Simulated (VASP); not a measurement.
A run of VASP 6.6.1:

The input INCAR:

```
ALGO = Normal
EDIFF = 1E-6
ENCUT = 520
GGA = PE
ISIF = 2
ISMEAR = -1
LASPH = True
LCHARG = False
LREAL = False
LWAVE = False
NBANDS = 20
NELM = 80
PREC = Accurate
SIGMA = 0.05
```

Contents of KPOINTS:

```
k-points
0
Gamma
  7 7 7
```

File POSCAR:

```
SiB6
1.0
    4.1300000000      0.0000000000      0.0000000000
    0.0000000000      4.1300000000      0.0000000000
    0.0000000000      0.0000000000      4.1300000000
Si B
1 6
Direct
    0.0000000000      0.0000000000      0.0000000000
    0.2001603885      0.5000000000      0.5000000000
    0.5000000000      0.2001603885      0.5000000000
    0.7998396115      0.5000000000      0.5000000000
    0.5000000000      0.7998396115      0.5000000000
    0.5000000000      0.5000000000      0.2001603885
    0.5000000000      0.5000000000      0.7998396115
```

Potentials or basis: VASP PAW PBE potentials, release 64 (Si, B).

Launch:

```console
$ cat potpaw_PBE.64/Si/POTCAR potpaw_PBE.64/B/POTCAR > POTCAR
$ mpirun -np 1 vasp_std > vasp.out
```

Hardware: 1 thread of AMD EPYC 7R13 (shared host).

How long does it take, and how much memory?

It took 34 s on 1 thread of AMD EPYC 7R13 (shared host), peak memory 0.17 GiB. Counts: scf iterations 14, k points 20.
